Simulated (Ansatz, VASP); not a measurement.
**Cd3C in VASP and in Ansatz**

```xyz
8
Lattice="3.3371 0.0000 0.0000 0.0000 6.0031 0.0000 0.0000 0.0000 7.6778" Properties=species:S:1:pos:R:3 pbc="T T T"
Cd    0.0000    1.4690    1.3234
Cd    0.0000    4.5341    1.3234
Cd    1.6685    4.4706    6.3543
Cd    1.6685    1.5325    6.3543
Cd    1.6685    0.0000    3.5904
Cd    0.0000    3.0015    4.0874
C     0.0000    0.0000    7.0287
C     1.6685    3.0015    0.6491
```

Alike in both runs: functional PBE; k mesh 6 × 4 × 2; occupations gaussian, width 0.1 eV; no spin polarisation.

Ansatz relaxed the structure, and its values are those at the end. VASP's run is a single point on that final structure, the one shown.

|  | VASP | Ansatz |
| --- | --- | --- |
| version | VASP 6.6.1 | Ansatz 0.2.0 |
| potentials or method | VASP PAW PBE potentials, release 64 (Cd, C), cutoff 520 eV | scalar-relativistic, plane waves, PAW |
| valence electrons in the cell | 80 | 128 |

|  | VASP | Ansatz | Ansatz less VASP |
| --- | --- | --- | --- |
| gap on the k mesh at the Fermi level (eV) | none | none | - |
| pressure (GPa) | 0.6 | 0.0 | -0.60 |
| rms of the force components (eV/Å) | 0.031 | 0.012 | -0.0192 |

A gap of «none» marks a metal or a gap that the smearing closes. VASP's potentials hold 80 valence electrons a cell and Ansatz's 128, so a difference there can come from the potentials and not from the codes.

The k mesh is coarse, so the values compare programs but aren't converged.
